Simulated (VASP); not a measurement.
Here is a VASP 6.6.1 calculation.

INCAR

```
SYSTEM = Ti10O21
  PREC = Accurate
  ENCUT = 520
  EDIFF = 1E-6
  ISMEAR = 0
  SIGMA = 0.02
  LREAL = Auto
  LASPH = .True.
  NELM = 120
  ALGO = Normal
  ISIF = 2
  LWAVE = .False.
  LCHARG = .False.
  GGA = PE
  NBANDS = 144
  GGA_COMPAT = .False.
```

Contents of KPOINTS:

```
Automatic mesh
0
Gamma
  2 2 2
  0.5 0.5 0.5
```

File POSCAR:

```
Ti10O21
1.0
   -1.8996000593     -5.6988001778      4.8488720583
   -5.6988001778      1.8996000593     -4.8488720583
    5.6988001778     -1.8996000593     -4.8488720583
Ti O
10 21
Direct
    0.4003382038      0.7970912771      0.6063211902
   -0.0022780188     -0.0012706496      0.0077202453
    0.1967752018      0.3940483576      0.8063638288
    0.7984774785      0.5982501938      0.2039573929
    0.5949778449      0.1947041792      0.4032601956
    0.4975744741      0.2432228112      0.7522095904
    0.0970980222      0.4483972284      0.1521210939
    0.3082767048      0.8486415536      0.9600130895
    0.8978283780      0.0434976464      0.3577738342
    0.6866741735      0.6402707999      0.5470535411
    0.4977256716      0.0327094976      0.5416981906
    0.0896040936      0.2416832003      0.9448781979
    0.2846258966      0.6364112136      0.7427878922
    0.9052977381      0.8437420911      0.1585543629
    0.7105909292      0.4467457324      0.3583506025
    0.3963840652      0.5827207992      0.4024062583
    1.0345946498      0.8661522029      0.7599833231
    0.1896205911      0.1741532999      0.6019484486
    0.8055653903      0.4009786543      0.9911135220
    0.5987650419      0.9946631605      0.1929779312
    0.4975981098      0.4476303226      0.9566098367
    0.0985389787      0.6532869502      0.3616295471
    0.2978183020      0.0543029998      0.1558696046
    0.8967055154      0.2517471465      0.5613648876
    0.6974736381      0.8465915200      0.7629145744
    0.7636034649      0.7899145591      0.3850880795
    0.4285743357      0.0105705524      0.8228328535
    0.5667201665      0.3829765980      0.5886604076
    0.2317555539      0.6100653423      0.0329994402
   -0.0023877117      0.1996789363      0.2087190779
    0.9608448766      0.7140551421      0.8386580648
```

Potentials or basis: VASP PAW PBE potentials, release 64 (Ti_sv, O).

Launch:

```bash
$ cat potpaw_PBE.64/Ti_sv/POTCAR potpaw_PBE.64/O/POTCAR > POTCAR
$ mpirun -np 1 vasp_std > vasp.out
```

Predict the pressure.

2.4 GPa.

Predict the largest force.

0.294 eV/Å.

Forces on the atoms (eV/Å):
```
Ti   0.007 -0.001  0.020
Ti   0.011 -0.009 -0.007
Ti  -0.015  0.005  0.011
Ti   0.011  0.000  0.003
Ti  -0.007 -0.005  0.016
Ti   0.005  0.005 -0.002
Ti   0.006 -0.014 -0.009
Ti  -0.006  0.023 -0.001
Ti  -0.015  0.001 -0.008
Ti   0.007 -0.019  0.008
O    0.004  0.003  0.013
O    0.004  0.000  0.022
O    0.001  0.003  0.026
O   -0.015 -0.006  0.023
O   -0.002 -0.004  0.023
O    0.004  0.034  0.012
O   -0.293  0.013  0.015
O    0.007 -0.010  0.014
O   -0.009  0.006  0.015
O   -0.002 -0.028  0.013
O    0.001  0.002 -0.019
O    0.003 -0.001 -0.024
O    0.002  0.001 -0.011
O   -0.001 -0.002 -0.024
O    0.002  0.002 -0.021
O    0.008  0.013 -0.019
O    0.019 -0.006 -0.029
O   -0.016  0.010 -0.024
O   -0.007 -0.010 -0.020
O   -0.003  0.002 -0.033
O    0.289 -0.006  0.016
```
